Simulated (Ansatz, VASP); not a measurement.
## FeNi3: VASP beside Ansatz

```xyz
4
Lattice="3.5234 0.0000 0.0000 0.0000 3.5234 0.0000 0.0000 0.0000 3.5234" Properties=species:S:1:pos:R:3 pbc="T T T"
Fe    0.0000    0.0000    0.0000
Ni    0.0000    1.7617    1.7617
Ni    1.7617    0.0000    1.7617
Ni    1.7617    1.7617    0.0000
```

Alike in both runs: task single point; functional PBEsol; k mesh 12 × 12 × 12; occupations gaussian, width 0.1 eV; collinear spin.

|  | VASP | Ansatz |
| --- | --- | --- |
| version | VASP 6.6.1 | Ansatz 0.2.0 |
| potentials or method | VASP PAW PBE potentials, release 64 (Fe, Ni), cutoff 520 eV | scalar-relativistic, plane waves, PAW |
| valence electrons in the cell | 38 | 70 |

Ansatz gave:

| Quantity | Value |
| --- | --- |
| gap on the k mesh at the Fermi level (eV) | none |
| pressure (GPa) | -6.3 |
| net moment per atom (μB) | 1.20 |
| size of the moment on the site where the two differ most (μB) | 0.68 |

Estimate VASP's values.

gap on the k mesh at the Fermi level (eV): none; pressure (GPa): -6.2; net moment per atom (μB): 1.19; size of the moment on the site where the two differ most (μB): 0.63.

VASP's potentials were made for PBE, not for PBEsol. Site moments also hang on the region over which each program counts them. A gap of «none» marks a metal or a gap that the smearing closes. The functional is the same, so the differences come from potentials, cutoffs and numerics. VASP's potentials hold 38 valence electrons a cell and Ansatz's 70, so a difference there can come from the potentials and not from the codes.
